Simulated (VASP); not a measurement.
Write the native input for VASP 6.6.1 that does the following.

```
Task                   : single point
Functional             : PBE
Potentials or basis    : VASP PAW PBE potentials, release 64 (Sr_sv, O)
Cutoff                 : 520 eV
k mesh                 : 8 × 8 × 8
Occupations            : gaussian, width 0.02 eV
Spin                   : no spin polarisation
Dipole correction      : no
Further INCAR settings : ALGO = Normal; EDIFF = 1e-06; NBANDS = 15
```

The structure of SrO lies in POSCAR:

```
SrO
1.0
   -0.0039060960      2.5509890640      2.5432539660
    2.5210508940      0.0116154960      2.5277323740
    2.5224899820      2.5369065600      0.0101764080
Sr O
1 1
Direct
    0.0458946221     -0.0351778349     -0.0036539809
    0.4541053779      0.5351778349      0.5036539809
```

This cell differs from its parent crystal: atoms moved at random and the cell strained at random.

One way to write it, as run:

INCAR

```
SYSTEM = SrO
ALGO = Normal
EDIFF = 1E-6
ENCUT = 520
GGA = PE
ISIF = 2
ISMEAR = 0
LASPH = .TRUE.
LCHARG = .FALSE.
LREAL = .FALSE.
LWAVE = .FALSE.
NBANDS = 15
NELM = 80
PREC = Accurate
SIGMA = 0.02
```

KPOINTS

```
k-points
0
G
  8 8 8
  0 0 0
```

Potentials or basis: VASP PAW PBE potentials, release 64 (Sr_sv, O).

Command:

```console
$ cat potpaw_PBE.64/Sr_sv/POTCAR potpaw_PBE.64/O/POTCAR > POTCAR
$ mpirun -np 1 vasp_std > vasp.out
```

Results of the run:

```
Pressure               : 11.4 GPa
Largest force          : 1.040 eV/Å
Band gap on the k mesh : 3.69 eV, direct
```

Caveat: the cell differs from its parent crystal (atoms moved at random and the cell strained at random); forces of over 1 eV/Å act on the atoms, so gaps and moduli don't describe the material at rest.

It took 62 s on 1 thread of Intel(R) Xeon(R) 6975P-C (Granite Rapids) (shared host), peak memory 0.25 GiB.
